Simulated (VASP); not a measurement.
# BaS (Fm-3m) in VASP: a series of runs

The runs below take BaS through single point, relaxation of cell and atoms, with PBE.

Program: VASP 6.6.1. These are calculated values, not measurements. Logs are shortened: lines on timing, memory, paths and dates and some standing lists are left out, and cuts for length are marked.

## Step 1: The cell of the first run

The structure is cubic, space group Fm-3m (No. 225). The conventional cell has a = 5.885 Å, b = 5.885 Å, c = 5.885 Å, α = 90.00°, β = 90.00°, γ = 90.00°. Ba (site symmetry m-3m) has 6 S at 2.94 Å within 3.9 Å. Within 3.9 Å of S (site symmetry m-3m) lie 6 Ba at 2.94 Å.

## Step 2: Single point, PBE

INCAR reads:

```
SYSTEM = BaS
  ALGO = Normal
  EDIFF = 1E-6
  ENCUT = 520
  GGA = PE
  ISIF = 2
  ISMEAR = 0
  LASPH = .True.
  LCHARG = .False.
  LREAL = .False.
  LWAVE = .False.
  NBANDS = 15
  NELM = 60
  PREC = Accurate
  SIGMA = 0.1
```

KPOINTS reads:

```
k-points
0
Gamma
  6 6 6
  0 0 0
```

POSCAR reads:

```
BaS
1.0
    0.0000000000      2.9422798627      2.9422798627
    2.9422798627      0.0000000000      2.9422798627
    2.9422798627      2.9422798627      0.0000000000
Ba S
1 1
Direct
    0.0000000000      0.0000000000      0.0000000000
    0.5000000000      0.5000000000      0.5000000000
```

Potentials or basis: VASP PAW PBE potentials, release 64 (Ba_sv, S).

Started as:

```console
$ cat potpaw_PBE.64/Ba_sv/POTCAR potpaw_PBE.64/S/POTCAR > POTCAR
$ mpirun -np 1 vasp_std > vasp.out
```

OUTCAR:

```text
SYSTEM = BaS
   EDIFF = 1E-6
   ENCUT = 520
   GGA = PE
   ISIF = 2
   ISMEAR = 0
   LASPH = .True.
   LREAL = .False.
   NELM = 60
   PREC = Accurate

 ion  position               nearest neighbor table
   1  0.000  0.000  0.000-   2 2.94   2 2.94   2 2.94   2 2.94   2 2.94   2 2.94
   2  0.500  0.500  0.500-   1 2.94   1 2.94   1 2.94   1 2.94   1 2.94   1 2.94

  LATTYP: Found a face centered cubic cell.
 ALAT       =     5.8845597254

  Lattice vectors:

 A1 = (   0.0000000000,   2.9422798627,   2.9422798627)
 A2 = (   2.9422798627,   0.0000000000,   2.9422798627)
 A3 = (   2.9422798627,   2.9422798627,   0.0000000000)

Analysis of symmetry for initial positions (statically):
=====================================================================
 Subroutine PRICEL returns:
 Original cell was already a primitive cell.

 Routine SETGRP: Setting up the symmetry group for a
 face centered cubic supercell.

 Subroutine GETGRP returns: Found 48 space group operations
 (whereof 48 operations were pure point group operations)
 out of a pool of 48 trial point group operations.

The static configuration has the point symmetry O_h .

Analysis of symmetry for dynamics (positions and initial velocities):
=====================================================================
 Subroutine PRICEL returns:
 Original cell was already a primitive cell.

 Routine SETGRP: Setting up the symmetry group for a
 face centered cubic supercell.

 Subroutine GETGRP returns: Found 48 space group operations
 (whereof 48 operations were pure point group operations)
 out of a pool of 48 trial point group operations.

The dynamic configuration has the point symmetry O_h .

 Subroutine INISYM returns: Found 48 space group operations
 (whereof 48 operations are pure point group operations),
 and found     1 'primitive' translations

----------------------------------------------------------------------------------------

                                     Primitive cell

  volume of cell :      50.9427

  direct lattice vectors                    reciprocal lattice vectors
     0.000000000  2.942279863  2.942279863    -0.169936248  0.169936248  0.169936248
     2.942279863  0.000000000  2.942279863     0.169936248 -0.169936248  0.169936248
     2.942279863  2.942279863  0.000000000     0.169936248  0.169936248 -0.169936248

  length of vectors
     4.161012086  4.161012086  4.161012086     0.294338215  0.294338215  0.294338215

  position of ions in fractional coordinates (direct lattice)
     0.000000000  0.000000000  0.000000000
     0.500000000  0.500000000  0.500000000

  ion indices of the primitive-cell ions
   primitive index   ion index
                 1           1
                 2           2

----------------------------------------------------------------------------------------

 KPOINTS: k-points

Automatic generation of k-mesh.
 Grid dimensions read from file:
 generate k-points for:    6    6    6

 Generating k-lattice:

  Cartesian coordinates                     Fractional coordinates (reciprocal lattice)
    -0.028322708  0.028322708  0.028322708     0.166666667  0.000000000  0.000000000
     0.028322708 -0.028322708  0.028322708     0.000000000  0.166666667  0.000000000
     0.028322708  0.028322708 -0.028322708     0.000000000  0.000000000  0.166666667

  Length of vectors
     0.049056369  0.049056369  0.049056369

  Shift w.r.t. Gamma in fractional coordinates (k-lattice)
     0.000000000  0.000000000  0.000000000

 Subroutine IBZKPT returns following result:
 ===========================================

 Found     16 irreducible k-points:

 Following reciprocal coordinates:
            Coordinates               Weight
  0.000000  0.000000  0.000000      1.000000
  0.166667  0.000000  0.000000      8.000000
  0.333333  0.000000  0.000000      8.000000
  0.500000  0.000000  0.000000      4.000000
  0.166667  0.166667  0.000000      6.000000
  0.333333  0.166667  0.000000     24.000000
[... 8 lines left out ...]
 -0.333333  0.333333  0.166667     24.000000
 -0.333333  0.500000  0.166667     12.000000
   k-points           NKPTS =     16   k-points in BZ     NKDIM =     16   number of bands    NBANDS=     15
   number of dos      NEDOS =    301   number of ions     NIONS =      2
   total plane-waves  NPLWV =  32768
   dimension x,y,z NGX =    32 NGY =   32 NGZ =   32
   dimension x,y,z NGXF=    64 NGYF=   64 NGZF=   64
   ions per type =               1   1
   NGX,Y,Z   is equivalent  to a cutoff of  12.79, 12.79, 12.79 a.u.
   NGXF,Y,Z  is equivalent  to a cutoff of  25.57, 25.57, 25.57 a.u.
 SYSTEM =  BaS
   PREC   = accura    normal or accurate (medium, high low for compatibility)
   ISTART =      0    job   : 0-new  1-cont  2-samecut
   ICHARG =      2    charge: 1-file 2-atom 10-const
   ISPIN  =      1    spin polarized calculation?
   LNONCOLLINEAR =      F non collinear calculations
   LSORBIT =      F    spin-orbit coupling
   LASPH  =      T    aspherical Exc in radial PAW
   ENCUT  =  520.0 eV  38.22 Ry    6.18 a.u.   7.74  7.74  7.74*2*pi/ulx,y,z
   NELM   =     60;   NELMIN=  2; NELMDL= -5     # of ELM steps
   EDIFF  = 0.1E-05   stopping-criterion for ELM
   LREAL  =      F    real-space projection
   EDIFFG = 0.1E-04   stopping-criterion for IOM
   NSW    =      0    number of steps for IOM
   IBRION =     -1    ionic relax: 0-MD 1-quasi-New 2-CG
   NFREE  =      0    steps in history (QN), initial steepest desc. (CG)
   ISIF   =      2    stress and relaxation
   ISYM   =      2    0-nonsym 1-usesym 2-fastsym
   POTIM  = 0.5000    time-step for ionic-motion
   TEBEG  =    0.0;   TEEND  =   0.0 temperature during run
   PSTRESS=    0.0 pullay stress
   NELECT =      16.0000    total number of electrons
   NUPDOWN=      -1.0000    fix difference up-down
   EMIN   =  10.00;   EMAX   =-10.00  energy-range for DOS
   EFERMI =   0.00;   METHOD = LEGACY
   ISMEAR =     0;   SIGMA  =   0.10  broadening in eV -4-tet -1-fermi 0-gaus
   EFERMI_NEDOS =   21; number of points for ismear=-14 and -15
   IALGO  =     38    algorithm
   IMIX   =      4    mixing-type and parameters
     AMIX     =   0.40;   BMIX     =  1.00
     AMIX_MAG =   1.60;   BMIX_MAG =  1.00
  volume/ion in A,a.u.               =      25.47       171.89
  Fermi-wavevector in a.u.,A,eV,Ry     =   1.112810  2.102905 16.848708  1.238345
  Thomas-Fermi vector in A             =   2.249388
   LORBIT       =      0    0 simple, 1 ext, 2 COOP (PROOUT), +10 PAW based schemes
   GGA     = PE    functional components
   LHFCALC =     F    Hartree Fock is set to
   AEXX    =    0.0000 exact exchange contribution
   IVDW    =     0    specifies the selected vdW correction
   LEPSILON=     F    determine dielectric tensor
   LRPA    =     F    only Hartree local field effects (RPA)
 non-spin polarized calculation
 Gauss-broadening in eV      SIGMA  =   0.10
  energy-cutoff  :      520.00
  volume of cell :       50.94
 maximum number of plane-waves:      1384
   NGX = 15   NGY = 15   NGZ = 15

 number of electron      15.9999999 magnetization

 Free energy of the ion-electron system (eV)
  ---------------------------------------------------
  ext. energy  EPLUGINS =         0.00000000
  ---------------------------------------------------
  free energy    TOTEN  =        -9.34205260 eV

  energy without entropy =       -9.34205260  energy(sigma->0) =       -9.34205260

 E-fermi :   3.5990     XC(G=0):  -9.6975

 val. band max:        3.0571522352   @ k =   0.5000   0.5000   0.0000
 cond. band min:       4.4493329044   @ k =   0.5000   0.5000   0.0000
 fundamental gap:      1.3921806692
 Fermi energy:         3.5990306653

 k-point     1 :       0.0000    0.0000    0.0000
  band No.  band energies     occupation
      1     -22.5063      2.00000
      2      -7.8065      2.00000
      3      -7.4727      2.00000
      4      -7.4727      2.00000
      5      -7.4727      2.00000
      6       2.9636      2.00000
      7       2.9636      2.00000
      8       2.9636      2.00000
      9       6.6956      0.00000
     10       6.6956      0.00000
     11       6.6956      0.00000
     12       7.9122      0.00000
     13       7.9122      0.00000
     14       7.9180      0.00000
     15      11.9979      0.00000

 k-point     2 :       0.1667    0.0000    0.0000
  band No.  band energies     occupation
      1     -22.4695      2.00000
      2      -8.8205      2.00000
      3      -7.4903      2.00000
      4      -7.4903      2.00000
      5      -6.4518      2.00000
      6       2.1346      2.00000
      7       2.3956      2.00000
      8       2.3956      2.00000
      9       6.8465      0.00000
     10       7.2352      0.00000
     11       7.2352      0.00000
     12       9.0229      0.00000
     13       9.0627      0.00000
     14       9.0627      0.00000
     15      13.3916      0.00000

 k-point     3 :       0.3333    0.0000    0.0000
  band No.  band energies     occupation
      1     -22.3942      2.00000
      2      -9.6804      2.00000
      3      -7.5240      2.00000
      4      -7.5240      2.00000
      5      -5.5630      2.00000
      6       0.9299      2.00000
      7       1.5952      2.00000
      8       1.5952      2.00000
      9       7.6704      0.00000
     10       8.7041      0.00000
     11       8.7041      0.00000
     12      10.5244      0.00000
     13      11.5527      0.00000
     14      11.5527      0.00000
     15      15.0852      0.00000
[... 199 lines left out ...]
 k-point    15 :      -0.3333    0.3333    0.1667
  band No.  band energies     occupation
      1     -22.3229      2.00000
      2      -9.4124      2.00000
      3      -8.1179      2.00000
      4      -7.9125      2.00000
      5      -6.0686      2.00000
      6       1.2211      2.00000
      7       2.2604      2.00000
      8       2.4074      2.00000
      9       7.5876      0.00000
     10       7.7362      0.00000
     11      11.0306      0.00000
     12      11.1069      0.00000
     13      11.6098      0.00000
     14      13.6191      0.00000
     15      14.7709      0.00000

 k-point    16 :      -0.3333    0.5000    0.1667
  band No.  band energies     occupation
      1     -22.3124      2.00000
      2      -8.8749      2.00000
      3      -8.4524      2.00000
      4      -8.1120      2.00000
      5      -6.5414      2.00000
      6       1.7537      2.00000
      7       2.7688      2.00000
      8       2.8210      2.00000
      9       5.9420      0.00000
     10       8.9963      0.00000
     11      10.2783      0.00000
     12      11.2387      0.00000
     13      11.8445      0.00000
     14      13.1899      0.00000
     15      14.5748      0.00000

------------------------ aborting loop because EDIFF is reached ----------------------------------------

  FORCE on cell =-STRESS in cart. coord.  units (eV):
  Direction    XX          YY          ZZ          XY          YZ          ZX
  --------------------------------------------------------------------------------------
  -------------------------------------------------------------------------------------
  Total        6.8270255      6.8270255      6.8270255      0.0000000      0.0000000      0.0000000
  in kB      214.7139053    214.7139053    214.7139053      0.0000000      0.0000000      0.0000000
  external PRESSURE =     214.7139053 kB  Pullay stress =       0.0000000 kB

 VOLUME and BASIS-vectors are now :
 -----------------------------------------------------------------------------
  energy-cutoff  :      520.00
  volume of cell :       50.94
      direct lattice vectors                 reciprocal lattice vectors
     0.000000000  2.942279863  2.942279863    -0.169936248  0.169936248  0.169936248
     2.942279863  0.000000000  2.942279863     0.169936248 -0.169936248  0.169936248
     2.942279863  2.942279863  0.000000000     0.169936248  0.169936248 -0.169936248

 POSITION                                       TOTAL-FORCE (eV/Angst)
 -----------------------------------------------------------------------------------
      0.00000      0.00000      0.00000         0.000000      0.000000      0.000000
      2.94228      2.94228      2.94228        -0.000000     -0.000000     -0.000000
 -----------------------------------------------------------------------------------
    total drift:                                0.000000     -0.000000     -0.000000

  FREE ENERGIE OF THE ION-ELECTRON SYSTEM (eV)
  ---------------------------------------------------
  free  energy   TOTEN  =        -9.3420526037 eV

  energy  without entropy=       -9.3420526037  energy(sigma->0) =       -9.34205260
```

It took 9.4 s on 1 thread of Intel Xeon Platinum 8259CL at 2.50GHz (Skylake/Cascade Lake), shared host; peak memory 0.17 GiB.

What came out:

```
Free energy            : -9.3421 eV
Pressure               : 21.5 GPa
Band gap on the k mesh : 1.39 eV, direct
```

Levels at points of the mesh, in eV from the valence-band top:
```
           k point  band 4  band 5  band 6  band 7  band 8  band 9  band 10  band 11  band 12  band 13
(0.00, 0.00, 0.00)  -10.53  -10.53   -0.09   -0.09   -0.09    3.64     3.64     3.64     4.86     4.86
(0.50, 0.00, 0.00)  -10.60   -8.27   -2.63   -1.78   -1.78    6.29     6.30     7.12     7.12     9.52
(0.50, 0.50, 0.00)  -10.98  -10.90   -0.10    0.00    0.00    1.39     6.38     7.62     8.74     8.74
```

Caveat: spin-orbit coupling is left out, which moves the levels of the heavy elements.

## Step 3: Relaxation of cell and atoms, PBE, target pressure 20 GPa, at which the enthalpy is minimised

This run uses another cell than the first one, of 32.58 Å³/atom, 1.279 times its volume.

INCAR reads:

```
PREC = Accurate
ENCUT = 600
EDIFF = 1E-6
ISMEAR = 0
SIGMA = 0.1
LREAL = F
LASPH = T
NELM = 60
ALGO = Normal
ISIF = 3
LWAVE = F
LCHARG = F
GGA = PE
IBRION = 2
NSW = 80
EDIFFG = -0.01
PSTRESS = 200.0
```

KPOINTS reads:

```
regular mesh
0
Gamma
  6 6 6
```

POSCAR reads:

```
BaS
1.0
    0.0000000000      3.1937500000      3.1937500000
    3.1937500000      0.0000000000      3.1937500000
    3.1937500000      3.1937500000      0.0000000000
Ba S
1 1
Direct
    0.0000000000      0.0000000000      0.0000000000
    0.5000000000      0.5000000000      0.5000000000
```

Potentials or basis: VASP PAW PBE potentials, release 64 (Ba_sv, S).

Started as:

```console
$ cat potpaw_PBE.64/Ba_sv/POTCAR potpaw_PBE.64/S/POTCAR > POTCAR
$ mpirun -np 1 vasp_std > vasp.out
```

It took 53 s on 1 thread of Intel Xeon Platinum 8259CL at 2.50GHz (Skylake/Cascade Lake), shared host; peak memory 0.22 GiB.

The run converged. Its results:

```
Free energy                                            : -9.4235 eV
Relaxed volume                                         : 25.78 Å³/atom
Relaxed cell                                           : a = 4.178 Å, b = 4.178 Å, c = 4.178 Å, α = 60.00°, β = 60.00°, γ = 60.00°
Space group after relaxing (to 0.05 Å)                 : Fm-3m (No. 225)
Energy change on relaxing (the enthalpy is what falls) : +380.8 meV/atom
Ionic steps                                            : 5
Pressure after relaxing                                : 20.0 GPa
Band gap on the k mesh                                 : 1.45 eV, direct
```

Step by step:
| step | energy change (eV) | largest force (eV/Å) | pressure (GPa) | volume (Å³) |
| --- | --- | --- | --- | --- |
| 1 | 0.0000 | 0.0000 | 1.44 | 65.15 |
| 2 | 5.8054 | 0.0000 | 97.62 | 35.65 |
| 3 | 0.5741 | 0.0000 | 16.45 | 53.22 |
| 4 | 0.7144 | 0.0000 | 19.13 | 51.95 |
| 5 | 0.7616 | 0.0000 | 20.01 | 51.56 |

Final structure:
```
CELL_PARAMETERS angstrom
0.00000 2.95419 2.95419
2.95419 0.00000 2.95419
2.95419 2.95419 0.00000
ATOMIC_POSITIONS crystal
Ba 0.00000 0.00000 0.00000
S 0.50000 0.50000 0.50000
```

Levels at points of the mesh, in eV from the valence-band top:
```tsv
k point	band 6	band 7	band 8	band 9	band 10	band 11
(0.00, 0.00, 0.00)	-0.08	-0.08	-0.08	3.67	3.67	3.67
(0.50, 0.00, 0.00)	-2.58	-1.72	-1.72	6.26	6.28	7.10
(0.50, 0.50, 0.00)	-0.12	0.00	0.00	1.45	6.37	7.54
```

Caveat: the cell is relaxed towards a set pressure, so the enthalpy falls and the energy may rise; the volume moved by over 15 % at a fixed basis, so the end points are rough; spin-orbit coupling is left out, which moves the levels of the heavy elements. A k mesh can miss the band edges.
